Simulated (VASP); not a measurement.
B5Pt:

```
B Pt
1.0
     5.05384    0.00000    0.00000
    -2.52692    4.37676    0.00000
     0.00000    0.00000    2.38859
B Pt
5 1
Direct
  0.66667 0.33333 0.50000
  0.37601 0.00000 0.00000
  0.62399 0.62399 0.00000
  0.00000 0.37601 0.00000
  0.33333 0.66667 0.50000
  0.00000 0.00000 0.50000
```

- Program: VASP 6.6.1
- Task: relaxation of cell and atoms
- Functional: PBE
- Potentials or basis: VASP PAW PBE potentials, release 64 (B, Pt)
- Cutoff: 600 eV
- k mesh: 6 × 6 × 8
- Occupations: gaussian, width 0.1 eV
- Spin: no spin polarisation

At the start: pressure 1.1 GPa; volume 8.81 Å³/atom.

Q: How do energy, volume and symmetry change on relaxing?

A: Over 5 steps the energy falls by 10.2 meV/atom and the volume is 8.93 Å³/atom (+1.4 %); space group P-62m (No. 189, to 0.05 Å).

The path:
| step | energy change (eV) | largest force (eV/Å) | pressure (GPa) | volume (Å³) |
| --- | --- | --- | --- | --- |
| 1 | 0.0000 | 0.0093 | 1.11 | 52.83 |
| 2 | -0.0604 | 0.0098 | 1.21 | 53.28 |
| 3 | -0.0604 | 0.0094 | 1.21 | 53.27 |
| 4 | -0.0606 | 0.0335 | -1.06 | 53.81 |
| 5 | -0.0615 | 0.0132 | 0.01 | 53.55 |

Final structure:
```
B Pt
1.0
     5.13740    0.00000    0.00000
    -2.56870    4.44912    0.00000
     0.00000    0.00000    2.34289
B Pt
5 1
Direct
  0.66667 0.33333 0.50000
  0.37597 0.00000 0.00000
  0.62403 0.62403 0.00000
  0.00000 0.37597 0.00000
  0.33333 0.66667 0.50000
  0.00000 0.00000 0.50000
```
